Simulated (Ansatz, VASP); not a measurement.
ZnS3: VASP beside Ansatz

```
Zn S
1.0
     4.78771    0.00000    0.00000
    -2.39386    4.14628    0.00000
     0.00000    0.00000    4.41990
Zn S
1 3
Direct
  0.00000 0.00000 0.50000
  0.50000 0.00000 0.00000
  0.00000 0.50000 0.00000
  0.50000 0.50000 0.00000
```

Alike in both runs: functional PBE; k mesh 6 × 6 × 2; occupations gaussian, width 0.1 eV; no spin polarisation.

Ansatz relaxed the structure, and its values are those at the end. VASP's run is a single point on that final structure, the one shown.

|  | VASP | Ansatz |
| --- | --- | --- |
| version | VASP 6.6.1 | Ansatz 0.2.0 |
| potentials or method | VASP PAW PBE potentials, release 64 (Zn, S), cutoff 520 eV | scalar-relativistic, plane waves, PAW |
| valence electrons in the cell | 30 | 30 |

|  | VASP | Ansatz | Ansatz less VASP |
| --- | --- | --- | --- |
| gap on the k mesh at the Fermi level (eV) | none | none | - |
| pressure (GPa) | 0.0 | 0.1 | +0.13 |

A gap of «none» marks a metal or a gap that the smearing closes.

The k mesh is coarse, so the values compare programs but aren't converged.
